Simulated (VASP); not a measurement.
Input of a VASP 6.6.1 run:

POSCAR

```
GaN
1.0
    0.0000000000      2.2383759866      2.2383759866
    2.2383759866      0.0000000000      2.2383759866
    2.2383759866      2.2383759866      0.0000000000
Ga N
1 1
Direct
    0.0000000000      0.0000000000      0.0000000000
    0.2500000000      0.2500000000      0.2500000000
```

Contents of INCAR.step1:

```
SYSTEM = GaN
PREC = Accurate
ENCUT = 520
ISMEAR = -1
SIGMA = 0.05
LREAL = .False.
LASPH = .True.
NELM = 80
NBANDS = 16
GGA = PE
ALGO = Normal
EDIFF = 1E-4
LWAVE = .True.
LCHARG = .False.
```

File INCAR.step2:

```
SYSTEM = GaN
PREC = Accurate
ENCUT = 520
EDIFF = 1E-6
ISMEAR = -1
SIGMA = 0.05
LREAL = .False.
LASPH = .True.
NELM = 80
ALGO = Normal
ISIF = 2
LWAVE = .False.
LCHARG = .True.
METAGGA = R2SCAN
LMIXTAU = .True.
IVDW = 12
VDW_S6 = 1.0
VDW_S8 = 0.78981345
VDW_A1 = 0.49484001
VDW_A2 = 5.73083694
LELF = .True.
LVHAR = .True.
NBANDS = 16
ISTART = 1
```

The input KPOINTS:

```
regular mesh
0
Gamma
  10 10 10
  0 0 0
```

Potentials or basis: VASP PAW PBE potentials, release 64 (Ga_d, N).

The run is started by

```sh
$ cat potpaw_PBE.64/Ga_d/POTCAR potpaw_PBE.64/N/POTCAR > POTCAR
$ cp INCAR.step1 INCAR
$ mpirun -np 1 vasp_std > vasp.out
$ cp INCAR.step2 INCAR
$ mpirun -np 1 vasp_std > vasp.out
```

Question: Predict the pressure.

Answer: 2.2 GPa.

Question: Predict the band gap on the k mesh.

Answer: 2.25 eV, direct.

Question: What does it give for the dispersion energy per atom?

Answer: -0.122 eV.

Caveat: the PAW data sets were made with another functional, which shifts forces and pressure a little. r2SCAN opens gaps a little over a GGA but as a rule still falls short of measured ones.
